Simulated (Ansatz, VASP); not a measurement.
HfO2: VASP beside Ansatz

```xyz
3
Lattice="0.0000 2.5575 2.6342 2.5575 0.0000 2.6342 2.5575 2.5575 0.0000" Properties=species:S:1:pos:R:3 pbc="T T T"
Hf    0.0000    0.0000    0.0000
O     1.2788    1.2788    1.3171
O     3.8363    3.8363    3.9513
```

Change from the starting cell: zz strain of +3 %.

Alike in both runs: task single point; functional PBE; k mesh 9 × 9 × 9; occupations fermi-dirac, width 0.01 eV; no spin polarisation.

```csv
,VASP,Ansatz
version,VASP 6.6.1,Ansatz 0.2.0
potentials or method,"VASP PAW PBE potentials, release 64 (Hf_pv, O), cutoff 520 eV","all-electron LAPW, scalar-relativistic"
```

Ansatz gave:

- gap on the k mesh at the Fermi level (eV): 3.50
- pressure (GPa): -9.0
- traceless stress, the component that is largest in VASP (GPa): -8.49

Question: What did VASP give for the same quantities?

Answer: gap on the k mesh at the Fermi level (eV): 3.49; pressure (GPa): -12.2; traceless stress, the component that is largest in VASP (GPa): -8.63.

Ansatz ran all-electron here, and VASP with PAW potentials.

Spin-orbit coupling is off throughout.
